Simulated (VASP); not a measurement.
Zn: single point with PBE-based screened hybrid with 25 % exact exchange

Crystal: Zn.

```xyz
2
Lattice="2.6700 0.0000 0.0000 -1.3350 2.3123 0.0000 0.0000 0.0000 4.9660" Properties=species:S:1:pos:R:3 pbc="T T T"
Zn    1.3350    0.7708    3.7245
Zn    0.0000    1.5415    1.2415
```

```yaml
Program: VASP 6.6.1
Task: single point
Functional: PBE-based screened hybrid with 25 % exact exchange
Potentials_or_basis: VASP PAW PBE potentials, release 64 (Zn)
Cutoff: 400 eV
k_mesh: 8 × 8 × 4
Occupations: fermi-dirac, width 0.025 eV
Spin: no spin polarisation
Dipole_correction: no
Grid_for_exact_exchange_PRECFOCK: Normal
Share_of_exact_exchange: 0.25
Further_INCAR_settings: ALGO = Normal; EDIFF = 1e-06; NBANDS = 19
Screening_parameter: 0.3 1/Å
```

```yaml
Pressure: -0.7 GPa
Band_gap_on_the_k_mesh: zero (bands 12 and 13 overlap by 4.84 eV)
```

Stress tensor (GPa, compression positive):
```
 0.83  0.00  0.00
 0.00  0.83  0.00
 0.00  0.00 -3.73
```

Levels at points of the mesh, in eV from the Fermi level:
```tsv
k point	band 10	band 11	band 12	band 13	band 14	band 15
(0.00, 0.00, 0.00)	-8.98	-8.98	-3.75	-3.33	14.60	18.13
(0.50, 0.00, 0.00)	-8.74	-2.99	-2.27	3.14	4.03	4.77
(0.00, 0.00, 0.50)	-9.07	-8.97	-8.97	5.12	5.12	19.99
(0.50, 0.00, 0.50)	-8.75	-1.92	-1.92	0.41	0.41	11.03
```

Run time: 120 min on 1 thread of Intel(R) Xeon(R) Platinum 8259CL CPU @ 2.50GHz (Skylake/Cascade Lake), with other jobs on the host, peak memory 0.24 GiB.

Caveat: the PAW data sets were made with another functional, which shifts forces and pressure a little.
